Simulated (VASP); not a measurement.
# CdTe (I-4m2) in VASP: a series of runs, part 2 of 2

VASP 6.6.1. The steps go on from the part before.

## (4) Single point, PBEsol (strain +0.030 along x and y, -0.030 along z)

The input, INCAR:

```
SYSTEM = CdTe
PREC = Accurate
ENCUT = 520
EDIFF = 1E-6
ISMEAR = 0
SIGMA = 0.05
LREAL = .FALSE.
LASPH = .TRUE.
NELM = 60
ALGO = Normal
ISIF = 2
LWAVE = .FALSE.
LCHARG = .FALSE.
GGA = PS
NBANDS = 16
```

The input, KPOINTS:

```
regular mesh
0
G
  8 8 8
  0 0 0
```

The input, POSCAR:

```
CdTe
1.0
    0.0000000000      3.3011500000      3.1088500000
    3.3011500000      0.0000000000      3.1088500000
    3.3011500000      3.3011500000      0.0000000000
Cd Te
1 1
Direct
    0.0000000000      0.0000000000      0.0000000000
    0.7500000000      0.7500000000      0.7500000000
```

Potentials or basis: VASP PAW PBE potentials, release 64 (Cd, Te).

Command:

```bash
$ cat potpaw_PBE.64/Cd/POTCAR potpaw_PBE.64/Te/POTCAR > POTCAR
$ mpirun -np 1 vasp_std > vasp.out
```

OUTCAR:

```text
SYSTEM = CdTe
   PREC = Accurate
   ENCUT = 520
   EDIFF = 1E-6
   ISMEAR = 0
   LREAL = .FALSE.
   LASPH = .TRUE.
   NELM = 60
   ISIF = 2
   GGA = PS

 ion  position               nearest neighbor table
   1  0.000  0.000  0.000-   2 2.80   2 2.80   2 2.80   2 2.80
   2  0.750  0.750  0.750-   1 2.80   1 2.80   1 2.80   1 2.80

  LATTYP: Found a body centered tetragonal cell.
 ALAT       =     4.6685311014
 C/A-ratio  =     1.3318321898

  Lattice vectors:

 A1 = (   0.0000000000,  -3.3011500000,  -3.1088500000)
 A2 = (   0.0000000000,   3.3011500000,  -3.1088500000)
 A3 = (   3.3011500000,   0.0000000000,   3.1088500000)

Analysis of symmetry for initial positions (statically):
=====================================================================
 Subroutine PRICEL returns:
 Original cell was already a primitive cell.

 Routine SETGRP: Setting up the symmetry group for a
 body centered tetragonal supercell.

 Subroutine GETGRP returns: Found  8 space group operations
 (whereof  8 operations were pure point group operations)
 out of a pool of 16 trial point group operations.

The static configuration has the point symmetry D_2d.

Analysis of symmetry for dynamics (positions and initial velocities):
=====================================================================
 Subroutine PRICEL returns:
 Original cell was already a primitive cell.

 Routine SETGRP: Setting up the symmetry group for a
 body centered tetragonal supercell.

 Subroutine GETGRP returns: Found  8 space group operations
 (whereof  8 operations were pure point group operations)
 out of a pool of 16 trial point group operations.

The dynamic configuration has the point symmetry D_2d.

 Subroutine INISYM returns: Found  8 space group operations
 (whereof  8 operations are pure point group operations),
 and found     1 'primitive' translations

----------------------------------------------------------------------------------------

                                     Primitive cell

  volume of cell :      67.7580

  direct lattice vectors                    reciprocal lattice vectors
     0.000000000  3.301150000  3.108850000    -0.151462369  0.151462369  0.160831176
     3.301150000  0.000000000  3.108850000     0.151462369 -0.151462369  0.160831176
     3.301150000  3.301150000  0.000000000     0.151462369  0.151462369 -0.160831176

  length of vectors
     4.534593658  4.534593658  4.668531101     0.267858854  0.267858854  0.267858854

  position of ions in fractional coordinates (direct lattice)
     0.000000000  0.000000000  0.000000000
     0.750000000  0.750000000  0.750000000

  ion indices of the primitive-cell ions
   primitive index   ion index
                 1           1
                 2           2

----------------------------------------------------------------------------------------

 KPOINTS: regular mesh

Automatic generation of k-mesh.
 Grid dimensions read from file:
 generate k-points for:    8    8    8

 Generating k-lattice:

  Cartesian coordinates                     Fractional coordinates (reciprocal lattice)
    -0.018932796  0.018932796  0.020103897     0.125000000  0.000000000  0.000000000
     0.018932796 -0.018932796  0.020103897     0.000000000  0.125000000  0.000000000
     0.018932796  0.018932796 -0.020103897     0.000000000  0.000000000  0.125000000

  Length of vectors
     0.033482357  0.033482357  0.033482357

  Shift w.r.t. Gamma in fractional coordinates (k-lattice)
     0.000000000  0.000000000  0.000000000

 Subroutine IBZKPT returns following result:
 ===========================================

 Found     59 irreducible k-points:

 Following reciprocal coordinates:
            Coordinates               Weight
  0.000000  0.000000  0.000000      1.000000
  0.125000  0.000000  0.000000      8.000000
  0.250000  0.000000  0.000000      8.000000
  0.375000  0.000000  0.000000      8.000000
  0.500000  0.000000  0.000000      4.000000
  0.125000  0.125000  0.000000      2.000000
[... 16 lines left out ...]
  0.250000  0.000000  0.125000     16.000000
  0.375000 -0.000000  0.125000     16.000000
 [... further k-points ...]
   k-points           NKPTS =     59   k-points in BZ     NKDIM =     59   number of bands    NBANDS=     16
   number of dos      NEDOS =    301   number of ions     NIONS =      2
   total plane-waves  NPLWV =  46656
   dimension x,y,z NGX =    36 NGY =   36 NGZ =   36
   dimension x,y,z NGXF=    72 NGYF=   72 NGZF=   72
   ions per type =               1   1
   NGX,Y,Z   is equivalent  to a cutoff of  13.20, 13.20, 12.82 a.u.
   NGXF,Y,Z  is equivalent  to a cutoff of  26.40, 26.40, 25.64 a.u.
 SYSTEM =  CdTe
   PREC   = accura    normal or accurate (medium, high low for compatibility)
   ISTART =      0    job   : 0-new  1-cont  2-samecut
   ICHARG =      2    charge: 1-file 2-atom 10-const
   ISPIN  =      1    spin polarized calculation?
   LNONCOLLINEAR =      F non collinear calculations
   LSORBIT =      F    spin-orbit coupling
   LASPH  =      T    aspherical Exc in radial PAW
   ENCUT  =  520.0 eV  38.22 Ry    6.18 a.u.   8.43  8.43  8.68*2*pi/ulx,y,z
   NELM   =     60;   NELMIN=  2; NELMDL= -5     # of ELM steps
   EDIFF  = 0.1E-05   stopping-criterion for ELM
   LREAL  =      F    real-space projection
   EDIFFG = 0.1E-04   stopping-criterion for IOM
   NSW    =      0    number of steps for IOM
   IBRION =     -1    ionic relax: 0-MD 1-quasi-New 2-CG
   NFREE  =      0    steps in history (QN), initial steepest desc. (CG)
   ISIF   =      2    stress and relaxation
   ISYM   =      2    0-nonsym 1-usesym 2-fastsym
   POTIM  = 0.5000    time-step for ionic-motion
   TEBEG  =    0.0;   TEEND  =   0.0 temperature during run
   PSTRESS=    0.0 pullay stress
   NELECT =      18.0000    total number of electrons
   NUPDOWN=      -1.0000    fix difference up-down
   EMIN   =  10.00;   EMAX   =-10.00  energy-range for DOS
   EFERMI =   0.00;   METHOD = LEGACY
   ISMEAR =     0;   SIGMA  =   0.05  broadening in eV -4-tet -1-fermi 0-gaus
   EFERMI_NEDOS =   21; number of points for ismear=-14 and -15
   IALGO  =     38    algorithm
   IMIX   =      4    mixing-type and parameters
     AMIX     =   0.40;   BMIX     =  1.00
     AMIX_MAG =   1.60;   BMIX_MAG =  1.00
  volume/ion in A,a.u.               =      33.88       228.63
  Fermi-wavevector in a.u.,A,eV,Ry     =   1.052395  1.988739 15.068941  1.107536
  Thomas-Fermi vector in A             =   2.187476
   LORBIT       =      0    0 simple, 1 ext, 2 COOP (PROOUT), +10 PAW based schemes
   GGA     = PS    functional components
   LHFCALC =     F    Hartree Fock is set to
   AEXX    =    0.0000 exact exchange contribution
   IVDW    =     0    specifies the selected vdW correction
   LEPSILON=     F    determine dielectric tensor
   LRPA    =     F    only Hartree local field effects (RPA)
 non-spin polarized calculation
 Gauss-broadening in eV      SIGMA  =   0.05
  energy-cutoff  :      520.00
  volume of cell :       67.76
 maximum number of plane-waves:      1844
 NGX is ok and might be reduce to    36
   NGX = 17   NGY = 17   NGZ = 17

 number of electron      17.9999997 magnetization

 Free energy of the ion-electron system (eV)
  ---------------------------------------------------
  ext. energy  EPLUGINS =         0.00000000
  ---------------------------------------------------
  free energy    TOTEN  =        -5.48046857 eV

  energy without entropy =       -5.48046857  energy(sigma->0) =       -5.48046857

 E-fermi :   2.5634     XC(G=0):  -8.8042

 val. band max:        2.3635277940   @ k =   0.0000   0.0000   0.0000
 cond. band min:       2.9116196649   @ k =   0.0000   0.0000   0.0000
 fundamental gap:      0.5480918709
 Fermi energy:         2.5634032340

 k-point     1 :       0.0000    0.0000    0.0000
  band No.  band energies     occupation
      1      -8.9821      2.00000
      2      -6.0218      2.00000
      3      -6.0218      2.00000
      4      -6.0090      2.00000
      5      -5.7578      2.00000
      6      -5.7457      2.00000
[... 8 lines left out ...]
     15      11.1887      0.00000
     16      11.8810      0.00000
[... 419 lines left out ...]
 k-point    24 :       0.3750   -0.0000    0.1250
  band No.  band energies     occupation
      1      -8.6411      2.00000
      2      -5.9635      2.00000
      3      -5.9393      2.00000
      4      -5.7719      2.00000
      5      -5.7440      2.00000
      6      -5.6198      2.00000
[... 8 lines left out ...]
     15      11.3000      0.00000
     16      12.0700      0.00000

 [... further k-points ...]

------------------------ aborting loop because EDIFF is reached ----------------------------------------

  FORCE on cell =-STRESS in cart. coord.  units (eV):
  Direction    XX          YY          ZZ          XY          YZ          ZX
  --------------------------------------------------------------------------------------
  -------------------------------------------------------------------------------------
  Total        0.0650018      0.0650018      0.4394338      0.0000000      0.0000000     -0.0000000
  in kB        1.5370054      1.5370054     10.3906738      0.0000000      0.0000000     -0.0000000
  external PRESSURE =       4.4882282 kB  Pullay stress =       0.0000000 kB

 VOLUME and BASIS-vectors are now :
 -----------------------------------------------------------------------------
  energy-cutoff  :      520.00
  volume of cell :       67.76
      direct lattice vectors                 reciprocal lattice vectors
     0.000000000  3.301150000  3.108850000    -0.151462369  0.151462369  0.160831176
     3.301150000  0.000000000  3.108850000     0.151462369 -0.151462369  0.160831176
     3.301150000  3.301150000  0.000000000     0.151462369  0.151462369 -0.160831176

 POSITION                                       TOTAL-FORCE (eV/Angst)
 -----------------------------------------------------------------------------------
      0.00000      0.00000      0.00000        -0.000000     -0.000000      0.000000
      4.95172      4.95172      4.66327         0.000000      0.000000      0.000000
 -----------------------------------------------------------------------------------
    total drift:                                0.000000      0.000000      0.000000

  FREE ENERGIE OF THE ION-ELECTRON SYSTEM (eV)
  ---------------------------------------------------
  free  energy   TOTEN  =        -5.4804685672 eV

  energy  without entropy=       -5.4804685672  energy(sigma->0) =       -5.48046857
```

OSZICAR:

```text
N       E                     dE             d eps       ncg     rms          rms(c)
DAV:   1     0.100995125213E+03    0.10100E+03   -0.82835E+03  1896   0.975E+02
DAV:   2    -0.211635973889E+01   -0.10311E+03   -0.97894E+02  2352   0.238E+02
DAV:   3    -0.570392356297E+01   -0.35876E+01   -0.35826E+01  2264   0.459E+01
DAV:   4    -0.573713535718E+01   -0.33212E-01   -0.33211E-01  2944   0.392E+00
DAV:   5    -0.573720202443E+01   -0.66667E-04   -0.66667E-04  2384   0.168E-01    0.549E+00
DAV:   6    -0.549942205789E+01    0.23778E+00   -0.43593E-01  2280   0.834E+00    0.457E+00
DAV:   7    -0.548138244133E+01    0.18040E-01   -0.10030E-01  2368   0.210E+00    0.184E+00
DAV:   8    -0.548045642226E+01    0.92602E-03   -0.10121E-02  2144   0.115E+00    0.473E-01
DAV:   9    -0.548042325555E+01    0.33167E-04   -0.76026E-04  2320   0.301E-01    0.111E-01
DAV:  10    -0.548044914541E+01   -0.25890E-04   -0.10508E-04  2432   0.956E-02    0.537E-02
DAV:  11    -0.548047057592E+01   -0.21431E-04   -0.44721E-05  2264   0.407E-02    0.381E-02
DAV:  12    -0.548046873432E+01    0.18416E-05   -0.36689E-06  2280   0.133E-02    0.197E-02
DAV:  13    -0.548046856717E+01    0.16715E-06   -0.50612E-07  1608   0.349E-03
   1 F= -.54804686E+01 E0= -.54804686E+01  d E =-.632508E-11
```

Run time: 22 s. Hardware: 1 thread of Intel Xeon 6975P-C (Granite Rapids), shared host; peak memory 0.24 GiB.

What came out:

* Free energy: -5.4805 eV
* Pressure: 0.4 GPa
* Band gap on the k mesh: 0.55 eV, direct

Stress tensor (GPa, compression positive):
```
0.15 0.00 0.00
0.00 0.15 0.00
0.00 0.00 1.04
```

Levels at points of the mesh, in eV from the valence-band top:
```csv
k point,band 6,band 7,band 8,band 9,band 10,band 11,band 12,band 13
"(0.00, 0.00, 0.00)",-8.11,-0.18,-0.18,0.00,0.55,4.44,4.45,4.45
"(0.50, 0.00, 0.00)",-7.77,-4.60,-1.04,-0.76,1.59,4.84,5.24,6.85
"(0.50, 0.50, 0.00)",-7.56,-4.28,-2.18,-2.18,2.18,2.23,8.90,8.97
"(0.50, 0.00, 0.50)",-7.67,-4.57,-1.96,-1.87,2.45,2.64,8.45,8.67
```

Caveat: the cell differs from its parent crystal (strain +0.030 along x and y, -0.030 along z); the PAW data sets were made with another functional, which shifts forces and pressure a little; spin-orbit coupling is left out, which moves the levels of the heavy elements.

## (5) Single point, PBEsol (strain +0.030 along x and y, +0.000 along z)

The input, INCAR:

```
SYSTEM = CdTe
PREC = Accurate ; ENCUT = 520
EDIFF = 1E-7 ; ISMEAR = 0
SIGMA = 0.05 ; LREAL = .False.
LASPH = .True. ; NELM = 100
ALGO = Normal ; ISIF = 2
LWAVE = .False. ; LCHARG = .False.
GGA = PS ; NBANDS = 16
```

The input, KPOINTS:

```
Automatic mesh
0
Gamma
  8 8 8
  0 0 0
```

The input, POSCAR:

```
CdTe
1.0
    0.0000000000      3.3011500000      3.2050000000
    3.3011500000      0.0000000000      3.2050000000
    3.3011500000      3.3011500000      0.0000000000
Cd Te
1 1
Direct
    0.0000000000      0.0000000000      0.0000000000
    0.7500000000      0.7500000000      0.7500000000
```

Command:

```bash
$ cat potpaw_PBE.64/Cd/POTCAR potpaw_PBE.64/Te/POTCAR > POTCAR
$ mpirun -np 1 vasp_std > vasp.out
```

Wall time 24 s (1 thread of Intel Xeon 6975P-C (Granite Rapids), shared host); peak memory 0.24 GiB.

Results (log left out):

```yaml
Free_energy: -5.4845 eV
Pressure: -0.7 GPa
Band_gap_on_the_k_mesh: 0.52 eV, direct
```

Stress tensor (GPa, compression positive):
```
-0.91  0.00  0.00
 0.00 -0.91  0.00
 0.00  0.00 -0.41
```

Levels at points of the mesh, in eV from the valence-band top:
```
           k point  band 5  band 6  band 7  band 8  band 9  band 10  band 11  band 12  band 13  band 14
(0.00, 0.00, 0.00)   -7.98   -7.98   -0.09   -0.09    0.00     0.52     4.50     4.51     4.51     7.21
(0.50, 0.00, 0.00)   -7.97   -7.66   -4.38   -0.87   -0.74     1.64     5.00     5.18     6.86     8.36
(0.50, 0.50, 0.00)   -7.95   -7.50   -4.19   -1.94   -1.94     2.40     2.42     8.66     8.88     8.88
(0.50, 0.00, 0.50)   -7.95   -7.54   -4.33   -1.83   -1.79     2.52     2.62     8.45     8.75     8.96
```

Caveat: the cell differs from its parent crystal (strain +0.030 along x and y, +0.000 along z); the PAW data sets were made with another functional, which shifts forces and pressure a little; spin-orbit coupling is left out, which moves the levels of the heavy elements.

## (6) The runs side by side

| cell | gap on the mesh (eV) | pressure (GPa) |
| --- | --- | --- |
| a = 4.535, b = 4.535, c = 4.397 Å, angles 61.0, 61.0, 58.0°, 2 atoms | 0.77 | 3.5 |
| a = 4.465, b = 4.465, c = 4.533 Å, angles 59.5, 59.5, 61.0°, 2 atoms | 0.78 | 3.5 |
| a = 4.535, b = 4.535, c = 4.669 Å, angles 59.0, 59.0, 62.0°, 2 atoms | 0.55 | 0.4 |
| a = 4.601, b = 4.601, c = 4.669 Å, angles 59.5, 59.5, 61.0°, 2 atoms | 0.52 | -0.7 |

Alike in all rows: task single point; level PBEsol; potentials or basis VASP PAW PBE potentials, release 64 (Cd, Te); no spin polarisation; k mesh 8 × 8 × 8; cutoff (eV) 520; smearing gaussian 0.05 eV.

Caveats: the PAW data sets were made with another functional, which shifts forces and pressure a little; spin-orbit coupling is left out, which moves the levels of the heavy elements.

Total energies depend on the potentials used, so only differences within one code and one set of settings carry meaning.
